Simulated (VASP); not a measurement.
# Pb (Im-3m) in VASP: further runs

The runs below take Pb through single point, with PBE+D3(BJ).

All numbers are computed with VASP 6.6.1; they aren't measurements. Logs are shortened: lines on timing, memory, paths and dates and some standing lists are left out, and cuts for length are marked.

### Step 1. The cell of the first run

The structure is cubic, space group Im-3m (No. 229). Conventional cell: a = 4.007 Å, b = 4.007 Å, c = 4.007 Å, α = 90.00°, β = 90.00°, γ = 90.00°. Pb (site symmetry m-3m) has 14 Pb at 3.47 to 4.01 Å within 4.6 Å.

### Step 2. Single point, PBE+D3(BJ) (volume scaled by 1.06)

INCAR

```
PREC = Accurate
ENCUT = 520
EDIFF = 1E-7
ISMEAR = 0
SIGMA = 0.1
LREAL = False
LASPH = True
NELM = 60
ALGO = Normal
ISIF = 2
LWAVE = False
LCHARG = False
GGA = PE
IVDW = 12
NBANDS = 13
```

KPOINTS

```
regular mesh
0
Gamma
  16 16 16
```

POSCAR

```
Pb
1.0
   -2.0035188990      2.0035188990      2.0035188990
    2.0035188990     -2.0035188990      2.0035188990
    2.0035188990      2.0035188990     -2.0035188990
Pb
1
Direct
    0.0000000000      0.0000000000      0.0000000000
```

Potentials or basis: VASP PAW PBE potentials, release 64 (Pb_d).

Command:

```
$ cat potpaw_PBE.64/Pb_d/POTCAR > POTCAR
$ mpirun -np 1 vasp_std > vasp.out
```

OUTCAR:

```text
PREC = Accurate
   ENCUT = 520
   EDIFF = 1E-7
   ISMEAR = 0
   LREAL = False
   LASPH = True
   NELM = 60
   ISIF = 2
   GGA = PE
   IVDW = 12
 IVDW          = 12

 ion  position               nearest neighbor table
   1  0.000  0.000  0.000-

  LATTYP: Found a body centered cubic cell.
 ALAT       =     4.0070377980

  Lattice vectors:

 A1 = (  -2.0035188990,   2.0035188990,   2.0035188990)
 A2 = (   2.0035188990,  -2.0035188990,   2.0035188990)
 A3 = (   2.0035188990,   2.0035188990,  -2.0035188990)

Analysis of symmetry for initial positions (statically):
=====================================================================
 Subroutine PRICEL returns:
 Original cell was already a primitive cell.

 Routine SETGRP: Setting up the symmetry group for a
 body centered cubic supercell.

 Subroutine GETGRP returns: Found 48 space group operations
 (whereof 48 operations were pure point group operations)
 out of a pool of 48 trial point group operations.

The static configuration has the point symmetry O_h .

Analysis of symmetry for dynamics (positions and initial velocities):
=====================================================================
 Subroutine PRICEL returns:
 Original cell was already a primitive cell.

 Routine SETGRP: Setting up the symmetry group for a
 body centered cubic supercell.

 Subroutine GETGRP returns: Found 48 space group operations
 (whereof 48 operations were pure point group operations)
 out of a pool of 48 trial point group operations.

The dynamic configuration has the point symmetry O_h .

 Subroutine INISYM returns: Found 48 space group operations
 (whereof 48 operations are pure point group operations),
 and found     1 'primitive' translations

----------------------------------------------------------------------------------------

                                     Primitive cell

  volume of cell :      32.1692

  direct lattice vectors                    reciprocal lattice vectors
    -2.003518899  2.003518899  2.003518899     0.000000000  0.249560910  0.249560910
     2.003518899 -2.003518899  2.003518899     0.249560910  0.000000000  0.249560910
     2.003518899  2.003518899 -2.003518899     0.249560910  0.249560910  0.000000000

  length of vectors
     3.470196527  3.470196527  3.470196527     0.352932424  0.352932424  0.352932424

  position of ions in fractional coordinates (direct lattice)
     0.000000000  0.000000000  0.000000000

  ion indices of the primitive-cell ions
   primitive index   ion index
                 1           1

----------------------------------------------------------------------------------------

 KPOINTS: regular mesh

Automatic generation of k-mesh.
 Grid dimensions read from file:
 generate k-points for:   16   16   16

 Generating k-lattice:

  Cartesian coordinates                     Fractional coordinates (reciprocal lattice)
     0.000000000  0.015597557  0.015597557     0.062500000  0.000000000  0.000000000
     0.015597557  0.000000000  0.015597557     0.000000000  0.062500000  0.000000000
     0.015597557  0.015597557  0.000000000     0.000000000  0.000000000  0.062500000

  Length of vectors
     0.022058276  0.022058276  0.022058276

  Shift w.r.t. Gamma in fractional coordinates (k-lattice)
     0.000000000  0.000000000  0.000000000

 Subroutine IBZKPT returns following result:
 ===========================================

 Found    145 irreducible k-points:

 Following reciprocal coordinates:
            Coordinates               Weight
  0.000000  0.000000  0.000000      1.000000
  0.062500  0.000000  0.000000     12.000000
  0.125000  0.000000  0.000000     12.000000
  0.187500  0.000000  0.000000     12.000000
  0.250000  0.000000  0.000000     12.000000
  0.312500  0.000000  0.000000     12.000000
[... 16 lines left out ...]
  0.187500  0.187500  0.000000     24.000000
  0.250000  0.187500  0.000000     48.000000
 [... further k-points ...]
   k-points           NKPTS =    145   k-points in BZ     NKDIM =    145   number of bands    NBANDS=     13
   number of dos      NEDOS =    301   number of ions     NIONS =      1
   total plane-waves  NPLWV =  21952
   dimension x,y,z NGX =    28 NGY =   28 NGZ =   28
   dimension x,y,z NGXF=    56 NGYF=   56 NGZF=   56
   ions per type =               1
   NGX,Y,Z   is equivalent  to a cutoff of  13.41, 13.41, 13.41 a.u.
   NGXF,Y,Z  is equivalent  to a cutoff of  26.83, 26.83, 26.83 a.u.
 SYSTEM =  unknown system
   PREC   = accura    normal or accurate (medium, high low for compatibility)
   ISTART =      0    job   : 0-new  1-cont  2-samecut
   ICHARG =      2    charge: 1-file 2-atom 10-const
   ISPIN  =      1    spin polarized calculation?
   LNONCOLLINEAR =      F non collinear calculations
   LSORBIT =      F    spin-orbit coupling
   LASPH  =      T    aspherical Exc in radial PAW
   ENCUT  =  520.0 eV  38.22 Ry    6.18 a.u.   6.45  6.45  6.45*2*pi/ulx,y,z
   NELM   =     60;   NELMIN=  2; NELMDL= -5     # of ELM steps
   EDIFF  = 0.1E-06   stopping-criterion for ELM
   LREAL  =      F    real-space projection
   EDIFFG = 0.1E-05   stopping-criterion for IOM
   NSW    =      0    number of steps for IOM
   IBRION =     -1    ionic relax: 0-MD 1-quasi-New 2-CG
   NFREE  =      0    steps in history (QN), initial steepest desc. (CG)
   ISIF   =      2    stress and relaxation
   ISYM   =      2    0-nonsym 1-usesym 2-fastsym
   POTIM  = 0.5000    time-step for ionic-motion
   TEBEG  =    0.0;   TEEND  =   0.0 temperature during run
   PSTRESS=    0.0 pullay stress
   NELECT =      14.0000    total number of electrons
   NUPDOWN=      -1.0000    fix difference up-down
   EMIN   =  10.00;   EMAX   =-10.00  energy-range for DOS
   EFERMI =   0.00;   METHOD = LEGACY
   ISMEAR =     0;   SIGMA  =   0.10  broadening in eV -4-tet -1-fermi 0-gaus
   EFERMI_NEDOS =   21; number of points for ismear=-14 and -15
   IALGO  =     38    algorithm
   IMIX   =      4    mixing-type and parameters
     AMIX     =   0.40;   BMIX     =  1.00
     AMIX_MAG =   1.60;   BMIX_MAG =  1.00
  volume/ion in A,a.u.               =      32.17       217.09
  Fermi-wavevector in a.u.,A,eV,Ry     =   1.240616  2.344424 20.941111  1.539128
  Thomas-Fermi vector in A             =   2.375049
   LORBIT       =      0    0 simple, 1 ext, 2 COOP (PROOUT), +10 PAW based schemes
   GGA     = PE    functional components
   LHFCALC =     F    Hartree Fock is set to
   AEXX    =    0.0000 exact exchange contribution
   IVDW    =    12    specifies the selected vdW correction
   LEPSILON=     F    determine dielectric tensor
   LRPA    =     F    only Hartree local field effects (RPA)
 non-spin polarized calculation
 Gauss-broadening in eV      SIGMA  =   0.10
  energy-cutoff  :      520.00
  volume of cell :       32.17
 maximum number of plane-waves:       903
 NGX is ok and might be reduce to    28
   NGX = 13   NGY = 13   NGZ = 13

 number of electron      13.9999997 magnetization

 Free energy of the ion-electron system (eV)
  ---------------------------------------------------
  ext. energy  EPLUGINS =         0.00000000
  ---------------------------------------------------
  free energy    TOTEN  =        -3.52305643 eV

  energy without entropy =       -3.52104371  energy(sigma->0) =       -3.52205007

 E-fermi :   6.6681     XC(G=0):  -9.9077

 val. band max:        6.6429691793   @ k =  -0.3125   0.3125   0.2500
 cond. band min:       6.6943100587   @ k =   0.5000   0.5000   0.3750
 fundamental gap:      0.0513408794
 Fermi energy:         6.6681156018

 k-point     1 :       0.0000    0.0000    0.0000
  band No.  band energies     occupation
      1     -10.4488      2.00000
      2     -10.4488      2.00000
      3     -10.4487      2.00000
      4     -10.2460      2.00000
      5     -10.2460      2.00000
      6      -4.7338      2.00000
      7      13.7683      0.00000
      8      13.7683      0.00000
      9      13.7683      0.00000
     10      17.6228      0.00000
     11      17.6563      0.00000
     12      17.6563      0.00000
     13      17.6563      0.00000

 k-point     2 :       0.0625    0.0000    0.0000
  band No.  band energies     occupation
      1     -10.4515      2.00000
      2     -10.4452      2.00000
      3     -10.4369      2.00000
      4     -10.2491      2.00000
      5     -10.2464      2.00000
      6      -4.6591      2.00000
      7      12.9277      0.00000
      8      13.5135      0.00000
      9      13.6764      0.00000
     10      17.0301      0.00000
     11      17.4012      0.00000
     12      17.5540      0.00000
     13      18.2188      0.00000

 k-point     3 :       0.1250    0.0000    0.0000
  band No.  band energies     occupation
      1     -10.4590      2.00000
      2     -10.4361      2.00000
      3     -10.4026      2.00000
      4     -10.2571      2.00000
      5     -10.2471      2.00000
      6      -4.4353      2.00000
      7      11.2484      0.00000
      8      12.8947      0.00000
      9      13.4093      0.00000
     10      16.1445      0.00000
     11      16.9187      0.00000
     12      17.4713      0.00000
     13      19.0774      0.00000

 k-point     4 :       0.1875    0.0000    0.0000
  band No.  band energies     occupation
      1     -10.4704      2.00000
      2     -10.4256      2.00000
      3     -10.3508      2.00000
      4     -10.2669      2.00000
      5     -10.2483      2.00000
      6      -4.0640      2.00000
      7       9.4061      0.00000
      8      12.1457      0.00000
      9      13.0156      0.00000
     10      15.4051      0.00000
     11      16.4461      0.00000
     12      17.6175      0.00000
     13      19.5491      0.00000

 k-point     5 :       0.2500    0.0000    0.0000
  band No.  band energies     occupation
      1     -10.4838      2.00000
      2     -10.4197      2.00000
      3     -10.2888      2.00000
      4     -10.2733      2.00000
      5     -10.2496      2.00000
      6      -3.5512      2.00000
      7       7.6030      0.00000
      8      11.4172      0.00000
      9      12.5803      0.00000
     10      14.8282      0.00000
     11      16.0454      0.00000
     12      18.0052      0.00000
     13      19.8860      0.00000
[... 257 lines left out ...]
 k-point    22 :       0.4375    0.1250    0.0000
  band No.  band energies     occupation
      1     -10.4998      2.00000
      2     -10.4210      2.00000
      3     -10.2623      2.00000
      4     -10.2601      2.00000
      5     -10.1434      2.00000
      6      -1.0892      2.00000
      7       3.1347      2.00000
      8       8.4192      0.00000
      9      10.9501      0.00000
     10      14.9101      0.00000
     11      17.2146      0.00000
     12      19.3958      0.00000
     13      20.2296      0.00000

 k-point    23 :       0.1875    0.1875    0.0000
  band No.  band energies     occupation
      1     -10.4734      2.00000
      2     -10.4115      2.00000
      3     -10.2817      2.00000
      4     -10.2629      2.00000
      5     -10.2295      2.00000
      6      -2.7779      2.00000
      7       6.3746      1.99997
      8       8.9083      0.00000
      9      11.5091      0.00000
     10      15.9935      0.00000
     11      16.6360      0.00000
     12      19.1330      0.00000
     13      20.5076      0.00000

 k-point    24 :       0.2500    0.1875    0.0000
  band No.  band energies     occupation
      1     -10.4786      2.00000
      2     -10.4006      2.00000
      3     -10.2780      2.00000
      4     -10.2661      2.00000
      5     -10.1999      2.00000
      6      -2.1309      2.00000
      7       5.2668      2.00000
      8       8.0078      0.00000
      9      11.1444      0.00000
     10      15.8529      0.00000
     11      17.0734      0.00000
     12      19.3198      0.00000
     13      21.5617      0.00000

 [... further k-points ...]

------------------------ aborting loop because EDIFF is reached ----------------------------------------

 Edisp (eV)   -0.38564

 E8    (eV) :    -0.1954

  FORCE on cell =-STRESS in cart. coord.  units (eV):
  Direction    XX          YY          ZZ          XY          YZ          ZX
  --------------------------------------------------------------------------------------
  -------------------------------------------------------------------------------------
  Total      -0.46194    -0.46194    -0.46194    -0.00000    -0.00000     0.00000
  in kB     -23.00701   -23.00701   -23.00701    -0.00000    -0.00000     0.00000
  external pressure =      -23.01 kB  Pullay stress =        0.00 kB

 VOLUME and BASIS-vectors are now :
 -----------------------------------------------------------------------------
  energy-cutoff  :      520.00
  volume of cell :       32.17
      direct lattice vectors                 reciprocal lattice vectors
    -2.003518899  2.003518899  2.003518899     0.000000000  0.249560910  0.249560910
     2.003518899 -2.003518899  2.003518899     0.249560910  0.000000000  0.249560910
     2.003518899  2.003518899 -2.003518899     0.249560910  0.249560910  0.000000000

 POSITION                                       TOTAL-FORCE (eV/Angst)
 -----------------------------------------------------------------------------------
      0.00000      0.00000      0.00000        -0.000000      0.000000     -0.000000
 -----------------------------------------------------------------------------------
    total drift:                                0.000000     -0.000000     -0.000000

  FREE ENERGIE OF THE ION-ELECTRON SYSTEM (eV)
  ---------------------------------------------------
  free  energy   TOTEN  =        -3.9086986097 eV

  energy  without entropy=       -3.9066858827  energy(sigma->0) =       -3.90769225
```

Wall time 61 s (1 thread of Intel Xeon 8259CL, shared host); peak memory 0.21 GiB.

What came out:

| Quantity | Value |
| --- | --- |
| Free energy | -3.9087 eV |
| Pressure | -2.3 GPa |
| Band gap on the k mesh | zero (band 7 reaches 13.77 eV, above the bottom of band 8 at 4.82 eV) |
| Dispersion energy per atom | -0.386 eV |

Levels at points of the mesh, in eV from the Fermi level:
| k point | band 4 | band 5 | band 6 | band 7 | band 8 | band 9 | band 10 | band 11 |
| --- | --- | --- | --- | --- | --- | --- | --- | --- |
| (0.00, 0.00, 0.00) | -16.91 | -16.91 | -11.40 | 7.10 | 7.10 | 7.10 | 10.95 | 10.99 |
| (0.50, 0.00, 0.00) | -16.92 | -16.79 | -7.89 | -3.81 | 3.25 | 4.94 | 7.21 | 8.66 |
| (0.50, 0.50, 0.50) | -16.82 | -16.82 | -5.44 | -0.34 | -0.34 | -0.34 | 4.49 | 4.49 |

Caveat: spin-orbit coupling is left out, which moves the levels of the heavy elements; pairwise dispersion overbinds metals, which lowers pressure and volume.

### Step 3. Single point, PBE+D3(BJ) (volume scaled by 1.10)

INCAR

```
PREC = Accurate ; ENCUT = 520
EDIFF = 1E-6 ; ISMEAR = 0
SIGMA = 0.1 ; LREAL = False
LASPH = True ; NELM = 80
ALGO = Normal ; ISIF = 2
LWAVE = False ; LCHARG = False
GGA = PE ; IVDW = 12
NBANDS = 13
```

KPOINTS

```
Automatic mesh
0
Gamma
  16 16 16
```

POSCAR

```
Pb
1.0
   -2.0284098777      2.0284098777      2.0284098777
    2.0284098777     -2.0284098777      2.0284098777
    2.0284098777      2.0284098777     -2.0284098777
Pb
1
Direct
    0.0000000000      0.0000000000      0.0000000000
```

Potentials or basis: VASP PAW PBE potentials, release 64 (Pb_d).

Command:

```
$ cat potpaw_PBE.64/Pb_d/POTCAR > POTCAR
$ mpirun -np 1 vasp_std > vasp.out
```

It took 49 s on 1 thread of Intel Xeon 8259CL, shared host; peak memory 0.21 GiB.

The run converged. Its results:

| Item | Value |
| --- | --- |
| Free energy | -3.8875 eV |
| Pressure | -3.4 GPa |
| Band gap on the k mesh | zero (band 7 reaches 13.08 eV, above the bottom of band 8 at 4.52 eV) |
| Dispersion energy per atom | -0.372 eV |

Levels at points of the mesh, in eV from the Fermi level:
| k point | band 5 | band 6 | band 7 | band 8 | band 9 | band 10 |
| --- | --- | --- | --- | --- | --- | --- |
| (0.00, 0.00, 0.00) | -16.90 | -11.16 | 6.81 | 6.81 | 6.81 | 10.44 |
| (0.50, 0.00, 0.00) | -16.79 | -7.86 | -3.62 | 3.16 | 4.83 | 7.03 |
| (0.50, 0.50, 0.50) | -16.81 | -5.58 | -0.29 | -0.29 | -0.29 | 4.47 |

Caveat: spin-orbit coupling is left out, which moves the levels of the heavy elements; pairwise dispersion overbinds metals, which lowers pressure and volume.
